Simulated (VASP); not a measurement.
# LuHfF: relaxation of cell and atoms with PBE

The system is LuHfF.

```xyz
3
Lattice="3.0166 0.0000 0.0000 -1.5083 2.6124 0.0000 0.0000 0.0000 6.9737" Properties=species:S:1:pos:R:3 pbc="T T T"
Lu    0.0000    1.7416    0.0000
Hf    0.0000    1.7416    3.4868
F     0.0000    0.0000    3.4868
```

```
Program                : VASP 6.6.1
Task                   : relaxation of cell and atoms
Functional             : PBE
Potentials or basis    : VASP PAW PBE potentials, release 64 (Lu, Hf_pv, F)
Cutoff                 : 600 eV
k mesh                 : 6 × 6 × 4
Occupations            : gaussian, width 0.1 eV
Spin                   : no spin polarisation
Dipole correction      : no
Further INCAR settings : ALGO = Normal; EDIFF = 1e-07; IBRION = 2; EDIFFG = -0.04; NSW = 90; ISIF = 3
```

The relaxed volume is 24.12 Å³/atom. The relaxed cell is a = 3.607 Å, b = 3.607 Å, c = 6.422 Å, α = 90.00°, β = 90.00°, γ = 120.00°, the space group after relaxing (to 0.05 Å) is P-6m2 (No. 187) and the energy gained by relaxing is 1821.6 meV/atom. The ionic steps are 12, the pressure after relaxing is 0.0 GPa and the band gap on the k mesh is zero (band 21 reaches 3.79 eV, above the bottom of band 22 at 2.71 eV).

Stress tensor (GPa, compression positive):
```
 0.00  0.00  0.00
 0.00  0.00  0.00
 0.00  0.00 -0.12
```

The path:
```csv
step,energy change (eV),largest force (eV/Å),pressure (GPa),volume (Å³)
1,0.0000,0.0000,68.17,54.96
2,1.2223,0.0000,-20.63,132.60
3,-5.1677,0.0000,-7.71,83.72
4,-5.3015,0.0000,-5.15,80.43
5,-5.3445,0.0000,-2.19,77.29
6,-5.3441,0.0000,-2.69,77.77
7,-5.4478,0.0000,-1.33,74.37
8,-5.4641,0.0000,-0.47,72.75
9,-5.4643,0.0000,-0.32,72.53
10,-5.4643,0.0000,-0.39,72.63
11,-5.4645,0.0000,0.22,72.13
12,-5.4648,0.0000,-0.04,72.35
```

Final structure:
```
Lu Hf F
1.0
     3.60655    0.00000    0.00000
    -1.80327    3.12336    0.00000
     0.00000    0.00000    6.42247
Lu Hf F
1 1 1
Direct
  0.33333 0.66667 0.00000
  0.33333 0.66667 0.50000
  0.00000 0.00000 0.50000
```

Levels at points of the mesh, in eV from the Fermi level:
```csv
k point,band 19,band 20,band 21,band 22,band 23,band 24
"(0.00, 0.00, 0.00)",-5.13,-1.55,-0.05,0.20,1.38,1.38
"(0.50, 0.00, 0.00)",-2.45,-1.00,-0.68,-0.32,0.65,1.11
"(0.00, 0.00, 0.50)",-4.12,-3.12,0.40,0.59,1.73,1.73
"(0.50, 0.00, 0.50)",-1.43,-1.15,-0.40,-0.30,0.85,1.06
```

It took 5.2 min on 1 thread of AMD EPYC 9R14 (Zen 4) (shared host), peak memory 0.19 GiB.

Caveat: the k points lie up to 0.34 Å⁻¹ apart in the final cell; the volume moved by over 15 % at a fixed basis, so the end points are rough; spin-orbit coupling is left out, which moves the levels of the heavy elements.
